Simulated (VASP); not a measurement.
A run of VASP 6.6.1 is set up as follows.

INCAR

```
ALGO = Normal
EDIFF = 1E-6
ENCUT = 520
GGA = PS
ISIF = 2
ISMEAR = 0
LASPH = T
LCHARG = T
LELF = T
LREAL = F
LVHAR = T
LWAVE = F
NBANDS = 16
NELM = 80
PREC = Accurate
SIGMA = 0.02
```

File KPOINTS:

```
k-points
0
Gamma
  6 6 4
```

The input POSCAR:

```
MgS
1.0
    3.8474951168      0.0000000000      0.0000000000
   -1.9237475584      3.3320285121      0.0000000000
    0.0000000000      0.0000000000      6.5884023733
Mg S
2 2
Direct
    0.6666666667      0.3333333333      0.5030318529
    0.3333333333      0.6666666667      1.0030318529
    0.3333333333      0.6666666667      0.3719671471
    0.6666666667      0.3333333333      0.8719671471
```

Potentials or basis: VASP PAW PBE potentials, release 64 (Mg, S).

Launch:

```sh
$ cat potpaw_PBE.64/Mg/POTCAR potpaw_PBE.64/S/POTCAR > POTCAR
$ mpirun -np 1 vasp_std > vasp.out
```

(1) Predict the largest force.

(2) Predict the band gap on the k mesh.

(3) What does it give for the pressure?

Results:

(1) 0.127 eV/Å.

(2) 3.55 eV, direct.

(3) 4.3 GPa.

Caveat: the cell differs from its parent crystal (biaxial strain in the a-b plane: -4.5 %); the PAW data sets were made with another functional, which shifts forces and pressure a little.
